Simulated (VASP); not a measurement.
CuO:

```
Cu O
1.0
     0.00000    2.11656    2.11656
     2.11656    0.00000    2.11656
     2.11656    2.11656    0.00000
Cu O
1 1
Direct
  0.00000 0.00000 0.00000
  0.50000 0.50000 0.50000
```

Program: VASP 6.6.1. Alike in all runs: task single point; spin collinear, ferromagnetic start; cell as given; cutoff (eV) 520.

Question: Order these runs on this cell by their pressure, lowest first.
A. level LDA; potentials or basis VASP PAW LDA potentials, release 64 (Cu, O); k mesh 6 × 6 × 6; smearing methfessel-paxton 0.052 eV
B. level PBE; potentials or basis VASP PAW PBE potentials, release 64 (Cu, O); k mesh 6 × 6 × 6; smearing gaussian 0.1 eV
C. level BLYP+U; potentials or basis VASP PAW PBE potentials, release 64 (Cu, O); U Cu d U = 2.0 eV; k mesh 4 × 4 × 3; smearing gaussian 0.1 eV

Answer: A (-14.0 GPa), B (2.4 GPa), C (7.5 GPa).

Caveats: all runs use coarse meshes; the PAW data sets were made with another functional, which shifts forces and pressure a little (some runs); a cell with one magnetic atom can't hold antiferromagnetic order, which such compounds often take (some runs).
